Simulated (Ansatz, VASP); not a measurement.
# HfN: VASP beside Ansatz

```xyz
2
Lattice="0.0000 2.2509 2.2509 2.2509 0.0000 2.2509 2.2509 2.2509 0.0000" Properties=species:S:1:pos:R:3 pbc="T T T"
Hf    0.0000    0.0000    0.0000
N     2.2509    2.2509    2.2509
```

Alike in both runs: task single point; functional PBE; k mesh 16 × 16 × 16; occupations gaussian, width 0.1 eV; no spin polarisation.

```csv
,VASP,Ansatz
version,VASP 6.6.1,Ansatz 0.2.0
potentials or method,"VASP PAW PBE potentials, release 64 (Hf_pv, N), cutoff 520 eV","scalar-relativistic, plane waves, PAW"
valence electrons in the cell,15,31
```

```csv
,VASP,Ansatz,Ansatz less VASP
gap on the k mesh at the Fermi level (eV),none,none,-
pressure (GPa),6.1,8.6,+2.43
```

A gap of «none» marks a metal or a gap that the smearing closes. With one functional, cell and mesh, what is left measures potentials, basis and numerics. VASP's potentials hold 15 valence electrons a cell and Ansatz's 31, so a difference there can come from the potentials and not from the codes.

Spin-orbit coupling is off throughout.
